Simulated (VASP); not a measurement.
## CrPb: single point with PBEsol

CrPb:

```
Cr Pb
1.0
     3.48585    0.00000    0.00000
     0.00000    3.48585    0.00000
     0.00000    0.00000    3.48585
Cr Pb
1 1
Cartesian
  0.0000 0.0000 0.0000
  1.7429 1.7429 1.7429
```

* Program: VASP 6.6.1
* Task: single point
* Functional: PBEsol
* Potentials or basis: VASP PAW PBE potentials, release 64 (Cr_pv, Pb_d)
* Cutoff: 520 eV
* k mesh: 12 × 12 × 12
* Occupations: gaussian, width 0.1 eV
* Spin: collinear spin, ferromagnetic start
* Starting moments: [3.9, 0.0] μB

* Pressure: 0.0 GPa
* Band gap on the k mesh: zero (filled and empty bands overlap)
* Net moment: 4.02 μB per cell
* Site moments: Cr +3.68; Pb -0.05 μB
* Valence electrons inside the program's atomic spheres: Cr 10.54; Pb 12.10

Levels at points of the mesh, in eV from the Fermi level:
Spin up:
```tsv
k point	band 12	band 13	band 14	band 15	band 16	band 17	band 18	band 19
(0.00, 0.00, 0.00)	-0.92	-0.92	-0.92	1.93	1.93	1.93	3.84	6.23
(0.50, 0.00, 0.00)	-1.81	-1.81	-0.96	-0.48	5.88	5.88	6.23	6.25
(0.50, 0.50, 0.00)	-2.25	-1.23	-1.23	-0.61	-0.22	1.25	6.15	6.23
(0.50, 0.50, 0.50)	-3.72	-0.58	-0.58	2.16	2.16	2.16	2.42	2.42
```
Spin down:
```csv
k point,band 9,band 10,band 11,band 12,band 13,band 14
"(0.00, 0.00, 0.00)",-11.44,0.57,0.57,2.33,2.33,2.33
"(0.50, 0.00, 0.00)",-9.44,-5.32,0.67,0.67,0.75,2.28
"(0.50, 0.50, 0.00)",-7.98,-3.13,-3.13,-0.03,1.84,1.84
"(0.50, 0.50, 0.50)",-5.96,-2.60,-2.60,-2.60,2.97,2.97
```

Wall time 110 s on 1 thread of Intel(R) Xeon(R) Platinum 8488C (Sapphire Rapids), with other jobs on the host, peak memory 0.27 GiB.

Caveat: an empty level that is flat over the whole mesh can mark a ghost state of the potentials, or a narrow d or f band; the PAW data sets were made with another functional, which shifts forces and pressure a little; spin-orbit coupling is left out, which moves the levels of the heavy elements.
